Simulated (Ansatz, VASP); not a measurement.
## Tl: VASP beside Ansatz

```
CELL_PARAMETERS angstrom
0.00000 2.84718 1.85067
2.84718 0.00000 1.85067
2.84718 2.84718 0.00000
ATOMIC_POSITIONS crystal
Tl 0.00000 0.00000 0.00000
```

Alike in both runs: task single point; functional PBE; dispersion D3(BJ); k mesh 18 × 18 × 18; occupations gaussian, width 0.15 eV; no spin polarisation.

|  | VASP | Ansatz |
| --- | --- | --- |
| version | VASP 6.6.1 | Ansatz 0.2.0 |
| potentials or method | VASP PAW PBE potentials, release 64 (Tl_d), cutoff 520 eV | scalar-relativistic, plane waves, PAW |
| valence electrons in the cell | 13 | 13 |

```csv
,VASP,Ansatz,Ansatz less VASP
gap on the k mesh at the Fermi level (eV),none,none,-
pressure (GPa),-0.5,-0.4,+0.05
"traceless stress, the component that is largest in VASP (GPa)",0.44,0.44,-0.003
```

A gap of «none» marks a metal or a gap that the smearing closes.

Spin-orbit coupling is off throughout.
